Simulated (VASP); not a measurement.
## Mg12O13: single point with PBE

System: Mg12O13, a slab with vacuum.

```
Mg O
1.0
     6.28660    0.00000    0.00000
     3.14330    5.44436    0.00000
     0.00000    0.00000   17.41624
Mg O
12 13
Direct
  0.00000 0.00000 0.05742
  0.00001 0.50000 0.05742
  0.50000 0.00000 0.05742
  0.50001 0.50000 0.05742
  0.66731 0.68895 0.20641
  0.65550 0.20441 0.21366
  0.17321 0.67929 0.21621
  0.16129 0.18186 0.20252
  0.38078 0.32797 0.38673
  0.33250 0.87500 0.33605
  0.87016 0.31660 0.34295
  0.89209 0.82671 0.35602
  0.33334 0.83334 0.13110
  0.33333 0.33334 0.13110
  0.83334 0.83334 0.13110
  0.83333 0.33334 0.13110
  0.99882 0.52452 0.27286
  0.01690 0.02865 0.26536
  0.50553 0.53610 0.26982
  0.52973 0.99458 0.27056
  0.73154 0.14110 0.39980
  0.62971 0.75996 0.43712
  0.17070 0.18889 0.40048
  0.23399 0.66934 0.39523
  0.57187 0.73606 0.50096
```

```json
{
 "Program": "VASP 6.6.1",
 "Task": "single point",
 "Functional": "PBE",
 "Potentials or basis": "VASP PAW PBE potentials, release 64 (Mg, O)",
 "Cutoff": "520 eV",
 "k mesh": "2 × 2 × 1",
 "Occupations": "fermi-dirac, width 0.05 eV",
 "Spin": "collinear spin",
 "Starting moments": "[0.0, 0.0, 0.0, 0.0, 0.0, 0.0, 0.0, 0.0, 0.0, 0.0, 0.0, 0.0, 0.0, 0.0, 0.0, 0.0, 0.0, 0.0, 0.0, 0.0, 0.0, 0.0, 0.0, 0.0, 1.0] μB",
 "Dipole correction": "no",
 "Further INCAR settings": "LREAL = Auto; ALGO = Normal; EDIFF = 1e-07; NBANDS = 73"
}
```

- Largest force: 3.050 eV/Å
- Net moment: 2.88 μB per cell
- Site moments: Mg +0.00, -0.00, +0.01 (each value once); O +0.01, +0.02, +0.00, +0.04, -0.00, +0.06, +0.27, +0.66, +0.38, -0.01, +0.83 (each value once) μB
- Valence electrons inside the program's atomic spheres: Mg 0.31, 0.32, 0.38, 0.34, 0.35, 0.36, 0.43, 0.40, 0.39 (each value once); O 4.99, 4.98, 5.00, 5.01, 5.09, 5.04, 5.02, 4.91 (each value once)

Forces in eV/Å, atoms in the order of the input:
```
Mg  -0.124 -0.088  1.776
Mg   0.081  0.151  1.632
Mg   0.127  0.022  1.665
Mg  -0.044  0.025  1.687
Mg   0.499 -0.152  0.014
Mg  -0.216 -0.796 -0.011
Mg  -0.278 -0.017 -0.548
Mg   0.875  0.417  0.044
Mg   0.066 -0.318  0.007
Mg  -0.203 -0.048  0.724
Mg  -0.310  0.114  0.054
Mg   0.432 -0.438 -0.593
O    0.175  0.160 -1.634
O    0.066  0.069 -1.191
O    0.095 -0.032 -1.809
O    0.081  0.235 -1.510
O   -0.649 -0.033 -0.074
O   -0.608 -0.522 -0.118
O    0.541 -0.557 -0.268
O   -0.370  0.502  0.059
O   -0.332  0.966  0.129
O    1.110  0.060 -2.719
O    0.343 -0.143 -0.214
O   -0.396  0.791  0.026
O   -0.960 -0.368  2.872
```

Levels at points of the mesh, in eV from the Fermi level:
Spin up:
| k point | band 49 | band 50 | band 51 | band 52 | band 53 | band 54 | band 55 | band 56 | band 57 | band 58 |
| --- | --- | --- | --- | --- | --- | --- | --- | --- | --- | --- |
| (0.00, 0.00, 0.00) | -0.71 | -0.67 | -0.56 | -0.12 | 2.11 | 2.12 | 2.14 | 2.93 | 2.95 | 2.97 |
| (0.50, 0.00, 0.00) | -0.69 | -0.65 | -0.20 | -0.15 | -0.05 | 1.55 | 1.56 | 4.71 | 4.77 | 5.19 |
| (0.50, 0.50, 0.00) | -0.68 | -0.58 | -0.23 | -0.18 | 0.00 | 1.55 | 1.56 | 4.70 | 4.79 | 5.17 |
| (0.00, 0.50, 0.00) | -0.75 | -0.63 | -0.25 | -0.16 | -0.06 | 1.55 | 1.55 | 4.68 | 4.78 | 5.18 |
Spin down:
```tsv
k point	band 47	band 48	band 49	band 50	band 51	band 52	band 53	band 54
(0.00, 0.00, 0.00)	-0.48	-0.30	-0.10	0.04	0.46	0.57	2.14	2.17
(0.50, 0.00, 0.00)	-0.27	-0.18	-0.10	-0.03	0.10	0.33	0.56	1.60
(0.50, 0.50, 0.00)	-0.37	-0.20	-0.09	-0.02	0.05	0.38	0.56	1.60
(0.00, 0.50, 0.00)	-0.35	-0.18	-0.08	-0.06	0.10	0.41	0.48	1.60
```

It took 47 min on 1 thread of Intel(R) Xeon(R) Platinum 8259CL CPU @ 2.50GHz (Skylake/Cascade Lake), on a shared host, peak memory 1 GiB.

Caveat: the k points lie up to 0.58 Å⁻¹ apart; the standard files for N, O and F lose accuracy on very short bonds; the atoms stand as in a frame of molecular dynamics; there is no dipole correction, which matters where the two faces differ.
